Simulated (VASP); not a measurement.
# NbTe (P-6m2) in VASP: a series of runs

NbTe is run at these levels: PBE; tasks: single point.

Program: VASP 6.6.1. These are calculated values, not measurements. Logs are shortened: lines on timing, memory, paths and dates and some standing lists are left out, and cuts for length are marked.

## Step 1: The cell of the first run

Symmetry: P-6m2, No. 187, hexagonal system. The conventional cell has a = 3.752 Å, b = 3.752 Å, c = 3.743 Å, α = 90.00°, β = 90.00°, γ = 120.00°. Nb (site symmetry -6m2) has 6 Te at 2.86 Å and 8 Nb at 3.74 to 3.75 Å within 3.8 Å. Te (site symmetry -6m2) has 6 Nb at 2.86 Å and 8 Te at 3.74 to 3.75 Å within 3.8 Å.

## Step 2: Single point, PBE

File INCAR:

```
SYSTEM = NbTe
PREC = Accurate ; ENCUT = 520
EDIFF = 1E-6 ; ISMEAR = -1
SIGMA = 0.05 ; LREAL = .FALSE.
LASPH = .TRUE. ; NELM = 80
ALGO = Normal ; ISIF = 2
LWAVE = .FALSE. ; LCHARG = .FALSE.
GGA = PE ; NBANDS = 16
```

File KPOINTS:

```
regular mesh
0
G
  7 7 6
  0 0 0
```

File POSCAR:

```
NbTe
1.0
    3.7517029302      0.0000000000      0.0000000000
   -1.8758514651      3.2490704973      0.0000000000
    0.0000000000      0.0000000000      3.7428246143
Nb Te
1 1
Direct
    0.0000000000      0.0000000000      0.5000000000
    0.6666666667      0.3333333333      0.0000000000
```

Potentials or basis: VASP PAW PBE potentials, release 64 (Nb_sv, Te).

Command:

```sh
> cat potpaw_PBE.64/Nb_sv/POTCAR potpaw_PBE.64/Te/POTCAR > POTCAR
> mpirun -np 1 vasp_std > vasp.out
```

OUTCAR:

```text
SYSTEM = NbTe
   PREC = Accurate
   ENCUT = 520
   EDIFF = 1E-6
   ISMEAR = -1
   LREAL = .FALSE.
   LASPH = .TRUE.
   NELM = 80
   ISIF = 2
   GGA = PE

 ion  position               nearest neighbor table
   1  0.000  0.000  0.500-   2 2.86   2 2.86   2 2.86   2 2.86   2 2.86   2 2.86
   2  0.667  0.333  0.000-   1 2.86   1 2.86   1 2.86   1 2.86   1 2.86   1 2.86

  LATTYP: Found a hexagonal cell.
 ALAT       =     3.7517029302
 C/A-ratio  =     0.9976335237

  Lattice vectors:

 A1 = (   3.7517029302,   0.0000000000,   0.0000000000)
 A2 = (  -1.8758514651,   3.2490704973,   0.0000000000)
 A3 = (   0.0000000000,   0.0000000000,   3.7428246143)

Analysis of symmetry for initial positions (statically):
=====================================================================
 Subroutine PRICEL returns:
 Original cell was already a primitive cell.

 Routine SETGRP: Setting up the symmetry group for a
 hexagonal supercell.

 Subroutine GETGRP returns: Found 12 space group operations
 (whereof 12 operations were pure point group operations)
 out of a pool of 24 trial point group operations.

The static configuration has the point symmetry D_3h.

Analysis of symmetry for dynamics (positions and initial velocities):
=====================================================================
 Subroutine PRICEL returns:
 Original cell was already a primitive cell.

 Routine SETGRP: Setting up the symmetry group for a
 hexagonal supercell.

 Subroutine GETGRP returns: Found 12 space group operations
 (whereof 12 operations were pure point group operations)
 out of a pool of 24 trial point group operations.

The dynamic configuration has the point symmetry D_3h.

 Subroutine INISYM returns: Found 12 space group operations
 (whereof 12 operations are pure point group operations),
 and found     1 'primitive' translations

----------------------------------------------------------------------------------------

                                     Primitive cell

  volume of cell :      45.6233

  direct lattice vectors                    reciprocal lattice vectors
     3.751702930  0.000000000  0.000000000     0.266545624  0.153890167  0.000000000
    -1.875851465  3.249070497  0.000000000     0.000000000  0.307780333  0.000000000
     0.000000000  0.000000000  3.742824614     0.000000000  0.000000000  0.267177895

  length of vectors
     3.751702930  3.751703322  3.742824614     0.307780365  0.307780333  0.267177895

  position of ions in fractional coordinates (direct lattice)
     0.000000000  0.000000000  0.500000000
     0.666666667  0.333333333  0.000000000

  ion indices of the primitive-cell ions
   primitive index   ion index
                 1           1
                 2           2

----------------------------------------------------------------------------------------

 KPOINTS: regular mesh

Automatic generation of k-mesh.
 Grid dimensions read from file:
 generate k-points for:    7    7    6

 Generating k-lattice:

  Cartesian coordinates                     Fractional coordinates (reciprocal lattice)
     0.038077946  0.021984310  0.000000000     0.142857143 -0.000000000  0.000000000
     0.000000000  0.043968619  0.000000000     0.000000000  0.142857143  0.000000000
     0.000000000  0.000000000  0.044529649     0.000000000  0.000000000  0.166666667

  Length of vectors
     0.043968624  0.043968619  0.044529649

  Shift w.r.t. Gamma in fractional coordinates (k-lattice)
     0.000000000  0.000000000  0.000000000

 Subroutine IBZKPT returns following result:
 ===========================================

 Found     32 irreducible k-points:

 Following reciprocal coordinates:
            Coordinates               Weight
  0.000000  0.000000  0.000000      1.000000
  0.142857  0.000000  0.000000      6.000000
  0.285714  0.000000  0.000000      6.000000
  0.428571  0.000000  0.000000      6.000000
  0.142857  0.142857  0.000000      6.000000
  0.285714  0.142857  0.000000     12.000000
[... 16 lines left out ...]
  0.428571  0.142857  0.333333     12.000000
  0.285714  0.285714  0.333333     12.000000
 [... further k-points ...]
   k-points           NKPTS =     32   k-points in BZ     NKDIM =     32   number of bands    NBANDS=     16
   number of dos      NEDOS =    301   number of ions     NIONS =      2
   total plane-waves  NPLWV =  21952
   dimension x,y,z NGX =    28 NGY =   28 NGZ =   28
   dimension x,y,z NGXF=    56 NGYF=   56 NGZF=   56
   ions per type =               1   1
   NGX,Y,Z   is equivalent  to a cutoff of  12.41, 12.41, 12.44 a.u.
   NGXF,Y,Z  is equivalent  to a cutoff of  24.81, 24.81, 24.87 a.u.
 SYSTEM =  NbTe
   PREC   = accura    normal or accurate (medium, high low for compatibility)
   ISTART =      0    job   : 0-new  1-cont  2-samecut
   ICHARG =      2    charge: 1-file 2-atom 10-const
   ISPIN  =      1    spin polarized calculation?
   LNONCOLLINEAR =      F non collinear calculations
   LSORBIT =      F    spin-orbit coupling
   LASPH  =      T    aspherical Exc in radial PAW
   ENCUT  =  520.0 eV  38.22 Ry    6.18 a.u.   6.98  6.98  6.96*2*pi/ulx,y,z
   NELM   =     80;   NELMIN=  2; NELMDL= -5     # of ELM steps
   EDIFF  = 0.1E-05   stopping-criterion for ELM
   LREAL  =      F    real-space projection
   EDIFFG = 0.1E-04   stopping-criterion for IOM
   NSW    =      0    number of steps for IOM
   IBRION =     -1    ionic relax: 0-MD 1-quasi-New 2-CG
   NFREE  =      0    steps in history (QN), initial steepest desc. (CG)
   ISIF   =      2    stress and relaxation
   ISYM   =      2    0-nonsym 1-usesym 2-fastsym
   POTIM  = 0.5000    time-step for ionic-motion
   TEBEG  =    0.0;   TEEND  =   0.0 temperature during run
   PSTRESS=    0.0 pullay stress
   NELECT =      19.0000    total number of electrons
   NUPDOWN=      -1.0000    fix difference up-down
   EMIN   =  10.00;   EMAX   =-10.00  energy-range for DOS
   EFERMI =   0.00;   METHOD = LEGACY
   ISMEAR =    -1;   SIGMA  =   0.05  broadening in eV -4-tet -1-fermi 0-gaus
   EFERMI_NEDOS =   21; number of points for ismear=-14 and -15
   IALGO  =     38    algorithm
   IMIX   =      4    mixing-type and parameters
     AMIX     =   0.40;   BMIX     =  1.00
     AMIX_MAG =   1.60;   BMIX_MAG =  1.00
  volume/ion in A,a.u.               =      22.81       153.94
  Fermi-wavevector in a.u.,A,eV,Ry     =   1.222542  2.310269 20.335379  1.494608
  Thomas-Fermi vector in A             =   2.357685
   LORBIT       =      0    0 simple, 1 ext, 2 COOP (PROOUT), +10 PAW based schemes
   GGA     = PE    functional components
   LHFCALC =     F    Hartree Fock is set to
   AEXX    =    0.0000 exact exchange contribution
   IVDW    =     0    specifies the selected vdW correction
   LEPSILON=     F    determine dielectric tensor
   LRPA    =     F    only Hartree local field effects (RPA)
 non-spin polarized calculation
  energy-cutoff  :      520.00
  volume of cell :       45.62
 maximum number of plane-waves:      1250
 NGX is ok and might be reduce to    28
   NGX = 13   NGY = 13   NGZ = 13

 number of electron      19.0000001 magnetization

 Free energy of the ion-electron system (eV)
  ---------------------------------------------------
  ext. energy  EPLUGINS =         0.00000000
  ---------------------------------------------------
  free energy    TOTEN  =       -13.60279590 eV

  energy without entropy =      -13.58957609  energy(sigma->0) =      -13.59618600

 E-fermi :  10.4413     XC(G=0): -11.0884

 val. band max:       10.3990693738   @ k =   0.2857   0.0000   0.0000
 cond. band min:      10.4493942045   @ k =   0.2857   0.0000   0.3333
 fundamental gap:      0.0503248307
 Fermi energy:        10.4413471914

 k-point     1 :       0.0000    0.0000    0.0000
  band No.  band energies     occupation
      1     -45.1736      2.00000
      2     -21.3533      2.00000
      3     -21.1652      2.00000
      4     -21.1652      2.00000
      5      -3.5272      2.00000
      6       7.4252      2.00000
[... 8 lines left out ...]
     15      16.3259      0.00000
     16      17.3401      0.00000

 k-point     2 :       0.1429    0.0000    0.0000
  band No.  band energies     occupation
      1     -45.1723      2.00000
      2     -21.3499      2.00000
      3     -21.1864      2.00000
      4     -21.1703      2.00000
      5      -3.2989      2.00000
      6       6.4790      2.00000
[... 8 lines left out ...]
     15      16.2259      0.00000
     16      18.2728      0.00000

 k-point     3 :       0.2857    0.0000    0.0000
  band No.  band energies     occupation
      1     -45.1693      2.00000
      2     -21.3421      2.00000
      3     -21.2336      2.00000
      4     -21.1816      2.00000
      5      -2.7040      2.00000
      6       4.9002      2.00000
[... 8 lines left out ...]
     15      17.3313      0.00000
     16      18.7061      0.00000

 k-point     4 :       0.4286    0.0000    0.0000
  band No.  band energies     occupation
      1     -45.1670      2.00000
      2     -21.3359      2.00000
      3     -21.2711      2.00000
      4     -21.1906      2.00000
      5      -2.0914      2.00000
      6       3.6937      2.00000
[... 8 lines left out ...]
     15      16.3236      0.00000
     16      18.8785      0.00000
[... 324 lines left out ...]
 k-point    22 :       0.2857    0.1429    0.3333
  band No.  band energies     occupation
      1     -45.1645      2.00000
      2     -21.4002      2.00000
      3     -21.2425      2.00000
      4     -21.1885      2.00000
      5      -1.8677      2.00000
      6       4.7258      2.00000
[... 8 lines left out ...]
     15      16.8556      0.00000
     16      17.1411      0.00000

 k-point    23 :       0.4286    0.1429    0.3333
  band No.  band energies     occupation
      1     -45.1633      2.00000
      2     -21.3956      2.00000
      3     -21.2574      2.00000
      4     -21.1952      2.00000
      5      -1.6640      2.00000
      6       4.3333      2.00000
[... 8 lines left out ...]
     15      16.1731      0.00000
     16      17.2598      0.00000

 k-point    24 :       0.2857    0.2857    0.3333
  band No.  band energies     occupation
      1     -45.1630      2.00000
      2     -21.3945      2.00000
      3     -21.2444      2.00000
      4     -21.2137      2.00000
      5      -1.6162      2.00000
      6       4.6476      2.00000
[... 8 lines left out ...]
     15      15.6768      0.00000
     16      18.3166      0.00000

 [... further k-points ...]

------------------------ aborting loop because EDIFF is reached ----------------------------------------

  FORCE on cell =-STRESS in cart. coord.  units (eV):
  Direction    XX          YY          ZZ          XY          YZ          ZX
  --------------------------------------------------------------------------------------
  -------------------------------------------------------------------------------------
  Total       -1.3471588     -1.3471592     -1.6107675     -0.0000000     -0.0000000     -0.0000000
  in kB      -47.3088437    -47.3088569    -56.5661198     -0.0000000     -0.0000000     -0.0000000
  external PRESSURE =     -50.3946068 kB  Pullay stress =       0.0000000 kB

 VOLUME and BASIS-vectors are now :
 -----------------------------------------------------------------------------
  energy-cutoff  :      520.00
  volume of cell :       45.62
      direct lattice vectors                 reciprocal lattice vectors
     3.751702930  0.000000000  0.000000000     0.266545624  0.153890167  0.000000000
    -1.875851465  3.249070497  0.000000000     0.000000000  0.307780333  0.000000000
     0.000000000  0.000000000  3.742824614     0.000000000  0.000000000  0.267177895

 POSITION                                       TOTAL-FORCE (eV/Angst)
 -----------------------------------------------------------------------------------
      0.00000      0.00000      1.87141        -0.000000     -0.000000      0.000000
      1.87585      1.08302      0.00000         0.000000      0.000000      0.000000
 -----------------------------------------------------------------------------------
    total drift:                               -0.000000     -0.000006     -0.000000

  FREE ENERGIE OF THE ION-ELECTRON SYSTEM (eV)
  ---------------------------------------------------
  free  energy   TOTEN  =       -13.6027958984 eV

  energy  without entropy=      -13.5895760922  energy(sigma->0) =      -13.59618600
```

Wall time 11 s (1 thread of Intel Xeon Platinum 8488C (Sapphire Rapids), shared host); peak memory 0.17 GiB.

What came out:

| Property | Result |
| --- | --- |
| Free energy | -13.6028 eV |
| Pressure | -5.0 GPa |

Caveat: spin-orbit coupling is left out, which moves the levels of the heavy elements.

## Step 3: Single point, PBE

This run uses another cell than the first one, of 23.47 Å³/atom, 1.029 times its volume.

File INCAR:

```
SYSTEM = NbTe
ALGO     = Normal         ! electronic algorithm
EDIFF    = 1E-6           ! SCF threshold, eV
ENCUT    = 520            ! plane-wave cutoff, eV
GGA      = PE             ! functional
ISIF     = 2              ! what is computed and relaxed
ISMEAR   = -1             ! smearing method
LASPH    = .True.         ! aspherical terms in the spheres
LCHARG   = .True.         ! write CHGCAR
LELF     = .True.         ! ELF
LREAL    = .False.        ! projectors in reciprocal space
LVHAR    = .True.       
LWAVE    = .False.        ! write WAVECAR
NBANDS   = 16             ! bands
NELM     = 80             ! most SCF steps
PREC     = Accurate       ! precision mode
SIGMA    = 0.05           ! smearing width, eV
```

File KPOINTS:

```
k-points
0
Gamma
  7 7 6
  0 0 0
```

File POSCAR:

```
NbTe
1.0
    3.7874355849      0.0000000000      0.0000000000
   -1.8937177924      3.2800158883      0.0000000000
    0.0000000000      0.0000000000      3.7784727085
Nb Te
1 1
Direct
    0.0000000000      0.0000000000      0.5000000000
    0.6666666667      0.3333333333      0.0000000000
```

Potentials or basis: VASP PAW PBE potentials, release 64 (Nb_sv, Te).

Command:

```sh
> cat potpaw_PBE.64/Nb_sv/POTCAR potpaw_PBE.64/Te/POTCAR > POTCAR
> mpirun -np 1 vasp_std > vasp.out
```

It took 12 s on 1 thread of Intel Xeon Platinum 8488C (Sapphire Rapids), shared host; peak memory 0.17 GiB.

It converged, with:

* Free energy: -13.5508 eV
* Pressure: -7.6 GPa

Stress tensor (GPa, compression positive):
```
-7.08  0.00  0.00
 0.00 -7.08  0.00
 0.00  0.00 -8.73
```

Levels at points of the mesh, in eV from the Fermi level:
```csv
k point,band 7,band 8,band 9,band 10,band 11,band 12,band 13,band 14
"(0.00, 0.00, 0.00)",-2.95,-2.68,-2.31,0.15,0.15,2.21,2.21,2.43
"(0.00, 0.00, 0.50)",-2.47,-2.47,-0.83,-0.83,0.61,1.55,1.55,4.97
```

Caveat: spin-orbit coupling is left out, which moves the levels of the heavy elements.
